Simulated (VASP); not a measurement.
# Zr (P6_3/mmc) in VASP: a series of runs

Runs on Zr. Level: LDA. Tasks: single point.

All numbers are computed with VASP 6.6.1; they aren't measurements. Logs are shortened: lines on timing, memory, paths and dates and some standing lists are left out, and cuts for length are marked.

## 1. The cell of the first run

The structure is hexagonal, space group P6_3/mmc (No. 194). The conventional cell has a = 3.185 Å, b = 3.185 Å, c = 5.156 Å, α = 90.00°, β = 90.00°, γ = 120.00°. Within 4.2 Å of Zr (site symmetry -6m2) lie 12 Zr at 3.17 to 3.19 Å.

## 2. Single point, LDA (22.65 Å³/atom)

INCAR reads:

```
SYSTEM = Zr
  PREC = Accurate
  ENCUT = 520
  EDIFF = 1E-7
  ISMEAR = -1
  SIGMA = 0.1
  LREAL = .FALSE.
  LASPH = .TRUE.
  NELM = 60
  ALGO = Normal
  ISIF = 2
  LWAVE = .FALSE.
  LCHARG = .FALSE.
  GGA = CA
  NBANDS = 19
```

KPOINTS reads:

```
regular mesh
0
G
  19 19 10
  0 0 0
```

POSCAR reads:

```
Zr
1.0
    3.1853385915      0.0000000000      0.0000000000
   -1.5926692957      2.7585841399      0.0000000000
    0.0000000000      0.0000000000      5.1564385310
Zr
2
Direct
    0.3333333333      0.6666666667      0.2500000000
    0.6666666667      0.3333333333      0.7500000000
```

Potentials or basis: VASP PAW LDA potentials, release 64 (Zr_sv).

Run with:

```sh
> cat potpaw_LDA.64/Zr_sv/POTCAR > POTCAR
> mpirun -np 1 vasp_std > vasp.out
```

OUTCAR:

```text
SYSTEM = Zr
   PREC = Accurate
   ENCUT = 520
   EDIFF = 1E-7
   ISMEAR = -1
   LREAL = .FALSE.
   LASPH = .TRUE.
   NELM = 60
   ISIF = 2
   GGA = CA

 ion  position               nearest neighbor table
   1  0.333  0.667  0.250-   2 3.17   2 3.17   2 3.17   2 3.17   2 3.17   2 3.17
   2  0.667  0.333  0.750-   1 3.17   1 3.17   1 3.17   1 3.17   1 3.17   1 3.17

  LATTYP: Found a hexagonal cell.
 ALAT       =     3.1853385915
 C/A-ratio  =     1.6188038988

  Lattice vectors:

 A1 = (   3.1853385915,   0.0000000000,   0.0000000000)
 A2 = (  -1.5926692957,   2.7585841399,   0.0000000000)
 A3 = (   0.0000000000,   0.0000000000,   5.1564385310)

Analysis of symmetry for initial positions (statically):
=====================================================================
 Subroutine PRICEL returns:
 Original cell was already a primitive cell.

 Routine SETGRP: Setting up the symmetry group for a
 hexagonal supercell.

 Subroutine GETGRP returns: Found 24 space group operations
 (whereof 12 operations were pure point group operations)
 out of a pool of 24 trial point group operations.

The static configuration has the point symmetry D_3d.
 The point group associated with its full space group is D_6h.

Analysis of symmetry for dynamics (positions and initial velocities):
=====================================================================
 Subroutine PRICEL returns:
 Original cell was already a primitive cell.

 Routine SETGRP: Setting up the symmetry group for a
 hexagonal supercell.

 Subroutine GETGRP returns: Found 24 space group operations
 (whereof 12 operations were pure point group operations)
 out of a pool of 24 trial point group operations.

The dynamic configuration has the point symmetry D_3d.
 The point group associated with its full space group is D_6h.

 Subroutine INISYM returns: Found 24 space group operations
 (whereof 12 operations are pure point group operations),
 and found     1 'primitive' translations

----------------------------------------------------------------------------------------

                                     Primitive cell

  volume of cell :      45.3098

  direct lattice vectors                    reciprocal lattice vectors
     3.185338591  0.000000000  0.000000000     0.313938368  0.181252401  0.000000000
    -1.592669296  2.758584140  0.000000000     0.000000000  0.362504803  0.000000000
     0.000000000  0.000000000  5.156438531     0.000000000  0.000000000  0.193932303

  length of vectors
     3.185338591  3.185338591  5.156438531     0.362504803  0.362504803  0.193932303

  position of ions in fractional coordinates (direct lattice)
     0.333333333  0.666666667  0.250000000
     0.666666667  0.333333333  0.750000000

  ion indices of the primitive-cell ions
   primitive index   ion index
                 1           1
                 2           2

----------------------------------------------------------------------------------------

 KPOINTS: regular mesh

Automatic generation of k-mesh.
 Grid dimensions read from file:
 generate k-points for:   19   19   10

 Generating k-lattice:

  Cartesian coordinates                     Fractional coordinates (reciprocal lattice)
     0.016523072  0.009539600  0.000000000     0.052631579  0.000000000  0.000000000
     0.000000000  0.019079200  0.000000000     0.000000000  0.052631579  0.000000000
     0.000000000  0.000000000  0.019393230     0.000000000  0.000000000  0.100000000

  Length of vectors
     0.019079200  0.019079200  0.019393230

  Shift w.r.t. Gamma in fractional coordinates (k-lattice)
     0.000000000  0.000000000  0.000000000

 Subroutine IBZKPT returns following result:
 ===========================================

 Found    240 irreducible k-points:

 Following reciprocal coordinates:
            Coordinates               Weight
  0.000000  0.000000  0.000000      1.000000
  0.052632  0.000000  0.000000      6.000000
  0.105263  0.000000  0.000000      6.000000
  0.157895  0.000000  0.000000      6.000000
  0.210526 -0.000000  0.000000      6.000000
  0.263158 -0.000000  0.000000      6.000000
[... 16 lines left out ...]
  0.263158  0.105263  0.000000     12.000000
  0.315789  0.105263  0.000000     12.000000
 [... further k-points ...]
   k-points           NKPTS =    240   k-points in BZ     NKDIM =    240   number of bands    NBANDS=     19
   number of dos      NEDOS =    301   number of ions     NIONS =      2
   total plane-waves  NPLWV =  23040
   dimension x,y,z NGX =    24 NGY =   24 NGZ =   40
   dimension x,y,z NGXF=    48 NGYF=   48 NGZF=   80
   ions per type =               2
   NGX,Y,Z   is equivalent  to a cutoff of  12.53, 12.53, 12.90 a.u.
   NGXF,Y,Z  is equivalent  to a cutoff of  25.05, 25.05, 25.79 a.u.
 SYSTEM =  Zr
   PREC   = accura    normal or accurate (medium, high low for compatibility)
   ISTART =      0    job   : 0-new  1-cont  2-samecut
   ICHARG =      2    charge: 1-file 2-atom 10-const
   ISPIN  =      1    spin polarized calculation?
   LNONCOLLINEAR =      F non collinear calculations
   LSORBIT =      F    spin-orbit coupling
   LASPH  =      T    aspherical Exc in radial PAW
   ENCUT  =  520.0 eV  38.22 Ry    6.18 a.u.   5.92  5.92  9.59*2*pi/ulx,y,z
   NELM   =     60;   NELMIN=  2; NELMDL= -5     # of ELM steps
   EDIFF  = 0.1E-06   stopping-criterion for ELM
   LREAL  =      F    real-space projection
   EDIFFG = 0.1E-05   stopping-criterion for IOM
   NSW    =      0    number of steps for IOM
   IBRION =     -1    ionic relax: 0-MD 1-quasi-New 2-CG
   NFREE  =      0    steps in history (QN), initial steepest desc. (CG)
   ISIF   =      2    stress and relaxation
   ISYM   =      2    0-nonsym 1-usesym 2-fastsym
   POTIM  = 0.5000    time-step for ionic-motion
   TEBEG  =    0.0;   TEEND  =   0.0 temperature during run
   PSTRESS=    0.0 pullay stress
   NELECT =      24.0000    total number of electrons
   NUPDOWN=      -1.0000    fix difference up-down
   EMIN   =  10.00;   EMAX   =-10.00  energy-range for DOS
   EFERMI =   0.00;   METHOD = LEGACY
   ISMEAR =    -1;   SIGMA  =   0.10  broadening in eV -4-tet -1-fermi 0-gaus
   EFERMI_NEDOS =   21; number of points for ismear=-14 and -15
   IALGO  =     38    algorithm
   IMIX   =      4    mixing-type and parameters
     AMIX     =   0.40;   BMIX     =  1.00
     AMIX_MAG =   1.60;   BMIX_MAG =  1.00
  volume/ion in A,a.u.               =      22.65       152.88
  Fermi-wavevector in a.u.,A,eV,Ry     =   1.324590  2.503111 23.871934  1.754538
  Thomas-Fermi vector in A             =   2.454113
   LORBIT       =      0    0 simple, 1 ext, 2 COOP (PROOUT), +10 PAW based schemes
   GGA     = CA    functional components
   LHFCALC =     F    Hartree Fock is set to
   AEXX    =    0.0000 exact exchange contribution
   IVDW    =     0    specifies the selected vdW correction
   LEPSILON=     F    determine dielectric tensor
   LRPA    =     F    only Hartree local field effects (RPA)
 non-spin polarized calculation
  energy-cutoff  :      520.00
  volume of cell :       45.31
 maximum number of plane-waves:      1244
 NGX is ok and might be reduce to    24
   NGX = 11   NGY = 11   NGZ = 19

 number of electron      24.0000000 magnetization

 Free energy of the ion-electron system (eV)
  ---------------------------------------------------
  ext. energy  EPLUGINS =         0.00000000
  ---------------------------------------------------
  free energy    TOTEN  =       -18.59926245 eV

  energy without entropy =      -18.52755169  energy(sigma->0) =      -18.56340707

 E-fermi :   9.0632     XC(G=0): -11.4189

 val. band max:        9.0608748652   @ k =   0.2632   0.2632   0.3000
 cond. band min:       9.0637217599   @ k =   0.2105   0.2105   0.5000
 fundamental gap:      0.0028468947
 Fermi energy:         9.0631748120

 k-point     1 :       0.0000    0.0000    0.0000
  band No.  band energies     occupation
      1     -39.4012      2.00000
      2     -39.2342      2.00000
      3     -18.1082      2.00000
      4     -17.1491      2.00000
      5     -17.1491      2.00000
      6     -17.0251      2.00000
[... 11 lines left out ...]
     18      11.3629      0.00000
     19      13.6613      0.00000

 k-point     2 :       0.0526    0.0000    0.0000
  band No.  band energies     occupation
      1     -39.3975      2.00000
      2     -39.2324      2.00000
      3     -18.0987      2.00000
      4     -17.1713      2.00000
      5     -17.1562      2.00000
      6     -17.0287      2.00000
[... 11 lines left out ...]
     18      11.2888      0.00000
     19      13.7149      0.00000

 k-point     3 :       0.1053    0.0000    0.0000
  band No.  band energies     occupation
      1     -39.3865      2.00000
      2     -39.2274      2.00000
      3     -18.0710      2.00000
      4     -17.2358      2.00000
      5     -17.1764      2.00000
      6     -17.0944      2.00000
[... 11 lines left out ...]
     18      11.0947      0.00000
     19      13.8489      0.00000

 k-point     4 :       0.1579    0.0000    0.0000
  band No.  band energies     occupation
      1     -39.3693      2.00000
      2     -39.2198      2.00000
      3     -18.0264      2.00000
      4     -17.3351      2.00000
      5     -17.2068      2.00000
      6     -17.1942      2.00000
[... 11 lines left out ...]
     18      11.2721      0.00000
     19      14.0119      0.00000

 k-point     5 :       0.2105   -0.0000    0.0000
  band No.  band energies     occupation
      1     -39.3473      2.00000
      2     -39.2109      2.00000
      3     -17.9676      2.00000
      4     -17.4584      2.00000
      5     -17.3147      2.00000
      6     -17.2435      2.00000
[... 11 lines left out ...]
     18      11.7382      0.00000
     19      14.1650      0.00000

 k-point     6 :       0.2632   -0.0000    0.0000
  band No.  band energies     occupation
      1     -39.3225      2.00000
      2     -39.2019      2.00000
      3     -17.8980      2.00000
      4     -17.5919      2.00000
      5     -17.4417      2.00000
      6     -17.2822      2.00000
[... 11 lines left out ...]
     18      12.3010      0.00000
     19      14.2891      0.00000

 k-point     7 :       0.3158    0.0000    0.0000
  band No.  band energies     occupation
      1     -39.2970      2.00000
      2     -39.1944      2.00000
      3     -17.8221      2.00000
      4     -17.7207      2.00000
      5     -17.5616      2.00000
      6     -17.3190      2.00000
[... 11 lines left out ...]
     18      12.9260      0.00000
     19      14.3793      0.00000

 k-point     8 :       0.3684    0.0000    0.0000
  band No.  band energies     occupation
      1     -39.2734      2.00000
      2     -39.1894      2.00000
      3     -17.8311      2.00000
      4     -17.7463      2.00000
      5     -17.6626      2.00000
      6     -17.3501      2.00000
[... 256 lines left out ...]
 k-point    20 :       0.1053    0.1053    0.0000
  band No.  band energies     occupation
      1     -39.3596      2.00000
      2     -39.2157      2.00000
      3     -18.0006      2.00000
      4     -17.3675      2.00000
      5     -17.3014      2.00000
      6     -17.1783      2.00000
[... 11 lines left out ...]
     18      11.5763      0.00000
     19      13.9991      0.00000

 k-point    21 :       0.1579    0.1053    0.0000
  band No.  band energies     occupation
      1     -39.3385      2.00000
      2     -39.2075      2.00000
      3     -17.9432      2.00000
      4     -17.4697      2.00000
      5     -17.4036      2.00000
      6     -17.2270      2.00000
[... 11 lines left out ...]
     18      12.1195      0.00000
     19      14.0800      0.00000

 k-point    22 :       0.2105    0.1053    0.0000
  band No.  band energies     occupation
      1     -39.3147      2.00000
      2     -39.1993      2.00000
      3     -17.8753      2.00000
      4     -17.5905      2.00000
      5     -17.5012      2.00000
      6     -17.2825      2.00000
[... 11 lines left out ...]
     18      12.7627      0.00000
     19      14.1548      0.00000

 k-point    23 :       0.2632    0.1053    0.0000
  band No.  band energies     occupation
      1     -39.2901      2.00000
      2     -39.1926      2.00000
      3     -17.8009      2.00000
      4     -17.7107      2.00000
      5     -17.5905      2.00000
      6     -17.3367      2.00000
[... 11 lines left out ...]
     18      13.4755      0.00000
     19      14.2124      0.00000

 k-point    24 :       0.3158    0.1053    0.0000
  band No.  band energies     occupation
      1     -39.2673      2.00000
      2     -39.1884      2.00000
      3     -17.8140      2.00000
      4     -17.7261      2.00000
      5     -17.6663      2.00000
      6     -17.3825      2.00000
[... 11 lines left out ...]
     18      14.2200      0.00000
     19      14.2503      0.00000

 [... further k-points ...]
[... 5 lines left out ...]
  --------------------------------------------------------------------------------------
  -------------------------------------------------------------------------------------
  Total       -1.0102406     -1.0102406     -1.0997893     -0.0000000     -0.0000000     -0.0000000
  in kB      -35.7226523    -35.7226523    -38.8891458     -0.0000000     -0.0000000     -0.0000000
  external PRESSURE =     -36.7781501 kB  Pullay stress =       0.0000000 kB

 VOLUME and BASIS-vectors are now :
 -----------------------------------------------------------------------------
  energy-cutoff  :      520.00
  volume of cell :       45.31
      direct lattice vectors                 reciprocal lattice vectors
     3.185338591  0.000000000  0.000000000     0.313938368  0.181252401  0.000000000
    -1.592669296  2.758584140  0.000000000     0.000000000  0.362504803  0.000000000
     0.000000000  0.000000000  5.156438531     0.000000000  0.000000000  0.193932303

 POSITION                                       TOTAL-FORCE (eV/Angst)
 -----------------------------------------------------------------------------------
     -0.00000      1.83906      1.28911        -0.000000     -0.000000      0.000000
      1.59267      0.91953      3.86733         0.000000      0.000000      0.000000
 -----------------------------------------------------------------------------------
    total drift:                               -0.000000      0.000000     -0.000000

  FREE ENERGIE OF THE ION-ELECTRON SYSTEM (eV)
  ---------------------------------------------------
  free  energy   TOTEN  =       -18.5992624478 eV

  energy  without entropy=      -18.5275516933  energy(sigma->0) =      -18.56340707
```

Run time: 2 min. Hardware: 1 thread of Intel Xeon 8259CL, shared host; peak memory 0.27 GiB.

Results:

```
Free energy            : -18.5993 eV
Pressure               : -3.7 GPa
Band gap on the k mesh : zero (bands 12 and 13 overlap by 1.23 eV)
```

Stress tensor (GPa, compression positive):
```
-3.57  0.00  0.00
 0.00 -3.57  0.00
 0.00  0.00 -3.89
```

Caveat: the cell stands under tension.

## 3. Single point, LDA (23.53 Å³/atom)

This run uses another cell than the first one, of 23.53 Å³/atom.

INCAR reads:

```
ALGO = Normal
EDIFF = 1E-6
ENCUT = 520
ISIF = 2
ISMEAR = -1
LASPH = True
LCHARG = False
LREAL = False
LWAVE = False
NBANDS = 19
NELM = 100
PREC = Accurate
SIGMA = 0.1
```

KPOINTS reads:

```
k-points
0
Gamma
  19 19 10
```

POSCAR reads:

```
Zr
1.0
    3.2256636140      0.0000000000      0.0000000000
   -1.6128318070      2.7935066338      0.0000000000
    0.0000000000      0.0000000000      5.2217168347
Zr
2
Direct
    0.3333333333      0.6666666667      0.2500000000
    0.6666666667      0.3333333333      0.7500000000
```

Potentials or basis: VASP PAW LDA potentials, release 64 (Zr_sv).

Run with:

```sh
> cat potpaw_LDA.64/Zr_sv/POTCAR > POTCAR
> mpirun -np 1 vasp_std > vasp.out
```

It took 2 min on 1 thread of Intel Xeon 8259CL, shared host; peak memory 0.28 GiB.

Results (log left out):

| Property | Result |
| --- | --- |
| Free energy | -18.5419 eV |
| Pressure | -6.9 GPa |
| Band gap on the k mesh | zero (bands 12 and 13 overlap by 1.24 eV) |

Stress tensor (GPa, compression positive):
```
-6.70  0.00  0.00
 0.00 -6.70  0.00
 0.00  0.00 -7.32
```

Levels at points of the mesh, in eV from the Fermi level:
```csv
k point,band 8,band 9,band 10,band 11,band 12,band 13,band 14,band 15,band 16,band 17
"(0.00, 0.00, 0.00)",-26.19,-5.58,-2.98,0.88,0.89,0.89,1.13,1.53,1.53,2.22
"(0.00, 0.00, 0.50)",-26.26,-3.92,-3.92,0.01,0.01,0.82,0.82,0.82,0.82,3.90
```

Caveat: the cell stands under tension.

[end of part 1 of 2]
